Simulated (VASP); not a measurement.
Set up this calculation in VASP 6.6.1, as the native input.

```yaml
Task: single point
Functional: r2SCAN
Potentials_or_basis: VASP PAW PBE potentials, release 64 (Si, O)
Cutoff: 520 eV
k_mesh: 6 × 6 × 8
Occupations: gaussian, width 0.05 eV
Spin: no spin polarisation
Dipole_correction: no
Further_INCAR_settings: ALGO = Normal; EDIFF = 1e-07; NBANDS = 25
```

Crystal: SiO2.

```
CELL_PARAMETERS angstrom
4.18541 0.00000 0.00000
0.00000 4.18541 0.00000
0.00000 0.00000 2.66874
ATOMIC_POSITIONS crystal
Si 0.50000 0.50000 0.54684
Si 0.00000 0.00000 0.04684
O 0.69389 0.69389 0.95889
O 0.19389 0.80611 0.45889
O 0.30611 0.30611 0.95889
O 0.80611 0.19389 0.45889
```

This cell differs from its parent crystal: mode 13 (655.2 1/cm) frozen in, largest displacement +0.125 Å.

One way to write it, as run:

POSCAR

```
SiO2
1.0
    4.1854060762      0.0000000000      0.0000000000
    0.0000000000      4.1854060762      0.0000000000
    0.0000000000      0.0000000000      2.6687449733
Si O
2 4
Direct
    0.5000000000      0.5000000000      0.5468384957
    0.0000000000      0.0000000000      0.0468384957
    0.6938852014      0.6938852014     -0.0411106679
    0.1938852014      0.8061147986      0.4588893321
    0.3061147986      0.3061147986     -0.0411106679
    0.8061147986      0.1938852014      0.4588893321
```

INCAR.step1

```
PREC = Accurate ; ENCUT = 520
ISMEAR = 0 ; SIGMA = 0.05
LREAL = F ; LASPH = T
NELM = 100 ; NBANDS = 25
GGA = PE ; ALGO = Normal
EDIFF = 1E-4 ; LWAVE = T
LCHARG = F
```

INCAR.step2

```
PREC = Accurate ; ENCUT = 520
EDIFF = 1E-7 ; ISMEAR = 0
SIGMA = 0.05 ; LREAL = F
LASPH = T ; NELM = 100
ALGO = Normal ; ISIF = 2
LWAVE = F ; LCHARG = F
METAGGA = R2SCAN ; LMIXTAU = T
NBANDS = 25 ; ISTART = 1
```

KPOINTS

```
regular mesh
0
Gamma
  6 6 8
```

Potentials or basis: VASP PAW PBE potentials, release 64 (Si, O).

Run with:

```sh
$ cat potpaw_PBE.64/Si/POTCAR potpaw_PBE.64/O/POTCAR > POTCAR
$ cp INCAR.step1 INCAR
$ mpirun -np 1 vasp_std > vasp.out
$ cp INCAR.step2 INCAR
$ mpirun -np 1 vasp_std > vasp.out
```

It gave:

```yaml
Pressure: 16.0 GPa
Largest_force: 6.016 eV/Å
Band_gap_on_the_k_mesh: 6.16 eV, direct
```

Caveat: the cell differs from its parent crystal (mode 13 (655.2 1/cm) frozen in, largest displacement +0.125 Å); the PAW data sets were made with another functional, which shifts forces and pressure a little.

Run time: 77 s on 1 thread of Intel(R) Xeon(R) Platinum 8488C (Sapphire Rapids), with other jobs on the host, peak memory 0.18 GiB.
